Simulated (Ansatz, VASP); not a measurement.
One calculation of PdC3, two programs

The input INCAR:

```
PREC = Accurate ; ENCUT = 600
EDIFF = 1E-7 ; ISMEAR = 0
SIGMA = 0.1 ; LREAL = F
LASPH = T ; NELM = 100
ALGO = Normal ; ISIF = 3
LWAVE = F ; LCHARG = F
GGA = PE ; IBRION = 2
NSW = 100 ; EDIFFG = -0.01
```

Contents of KPOINTS:

```
Automatic mesh
0
Gamma
  16 16 16
```

Contents of POSCAR:

```
PdC3
1.0
   -2.0672695413      2.0672695413      2.0672695413
    2.0672695413     -2.0672695413      2.0672695413
    2.0672695413      2.0672695413     -2.0672695413
Pd C
1 3
Direct
    0.0000000000      0.0000000000      0.0000000000
    0.0000000000      0.5000000000      0.5000000000
    0.5000000000      0.0000000000      0.5000000000
    0.5000000000      0.5000000000      0.0000000000
```

Input for Ansatz:

```yaml
crystal:
  lattice:
    - [-2.0672695413, 2.0672695413, 2.0672695413]
    - [2.0672695413, -2.0672695413, 2.0672695413]
    - [2.0672695413, 2.0672695413, -2.0672695413]
  atoms:
    - { symbol: Pd, position: [0.0, 0.0, 0.0] }
    - { symbol: C, position: [0.0, 0.5, 0.5] }
    - { symbol: C, position: [0.5, 0.0, 0.5] }
    - { symbol: C, position: [0.5, 0.5, 0.0] }
basis:
  ecutwfc: 420
kpoints:
  mp_grid: { grid: [16, 16, 16] }
hamiltonian:
  xc: pbe
scf:
  occupations: { method: gaussian, width: 0.1 }
output:
  forces: true
  stress: true
  eigenvalues: true
  write_density: true
  write_potential: true
  elf: true
  volumetric_format: npy
relax:
  adjacent_minimum: "off"
  f_tol: 0.01
  max_steps: 80
  cell: { stress_tol: 0.05 }
```

Alike in both runs: task relaxation of cell and atoms; functional PBE; k mesh 16 × 16 × 16; occupations gaussian, width 0.1 eV; no spin polarisation.

|  | VASP | Ansatz |
| --- | --- | --- |
| version | VASP 6.6.1 | Ansatz 0.2.0 |
| potentials or method | VASP PAW PBE potentials, release 64 (Pd, C), cutoff 600 eV | scalar-relativistic, plane waves, PAW |
| valence electrons in the cell | 22 | 30 |

|  | VASP | Ansatz | Ansatz less VASP |
| --- | --- | --- | --- |
| gap on the k mesh at the Fermi level, each at its own relaxed structure (eV) | none | none | - |
| relaxed volume (Å³/atom) | 8.83 | 8.84 | +0.009 |
| relaxed cell length with the largest relative difference (Å) | 3.581 | 3.582 | +0.0012 |

A gap of «none» marks a metal or a gap that the smearing closes. VASP's potentials hold 22 valence electrons a cell and Ansatz's 30, so a difference there can come from the potentials and not from the codes.

Noted on VASP's run: the relaxation stopped at its first step, so nothing moved.
